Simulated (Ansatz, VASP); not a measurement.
**One calculation of CuO, two programs**

Contents of INCAR:

```
SYSTEM = CuO
PREC = Accurate
ENCUT = 820
EDIFF = 1E-6
ISMEAR = 0
SIGMA = 0.1
LREAL = .FALSE.
LASPH = .TRUE.
NELM = 200
ALGO = Normal
ISIF = 2
LWAVE = .FALSE.
LCHARG = .FALSE.
ISPIN = 2
MAGMOM = 1 0
LORBIT = 11
LMAXMIX = 4
GGA = PE
NBANDS = 24
GGA_COMPAT = .FALSE.
```

Contents of KPOINTS:

```
Automatic mesh
0
G
  6 6 6
  0 0 0
```

File POSCAR:

```
CuO
1.0
   -1.8169678200      1.8169678200      2.0251111900
    1.8169678200     -1.8169678200      2.0251111900
    1.8169678200      1.8169678200     -2.0251111900
Cu O
1 1
Direct
    0.5000000000      0.5000000000      0.0000000000
    0.0000000000      0.0000000000      0.0000000000
```

Input for Ansatz:

```yaml
crystal:
  lattice:
    - [-1.81696782, 1.81696782, 2.02511119]
    - [1.81696782, -1.81696782, 2.02511119]
    - [1.81696782, 1.81696782, -2.02511119]
  atoms:
    - { symbol: Cu, position: [0.5, 0.5, 0.0], spin: 1.0 }
    - { symbol: O, position: [0.0, 0.0, 0.0] }
basis:
  ecutwfc: 420
kpoints:
  mp_grid: { grid: [6, 6, 6] }
hamiltonian:
  xc: pbe
scf:
  occupations: { method: gaussian, width: 0.1 }
  lower_state_search: "off"
output:
  forces: true
  stress: true
  eigenvalues: true
  populations: true
magnetization:
  spin_polarized: true
```

Alike in both runs: task single point; functional PBE; k mesh 6 × 6 × 6; occupations gaussian, width 0.1 eV; collinear spin.

|  | VASP | Ansatz |
| --- | --- | --- |
| version | VASP 6.6.1 | Ansatz 0.2.0 |
| potentials or method | VASP PAW PBE potentials, release 64 (Cu_sv_GW, O), cutoff 820 eV | scalar-relativistic, plane waves, PAW |
| valence electrons in the cell | 25 | 25 |

```tsv
	VASP	Ansatz	Ansatz less VASP
gap on the k mesh at the Fermi level (eV)	none	none	-
pressure (GPa)	-22.2	-21.5	+0.72
traceless stress, the component that is largest in VASP (GPa)	-10.78	-10.84	-0.060
net moment per atom (μB)	0.00	0.00	0.000
```

A gap of «none» marks a metal or a gap that the smearing closes. Ansatz's warnings: seeded moment not kept.

The k mesh is coarse, so the values compare programs but aren't converged.
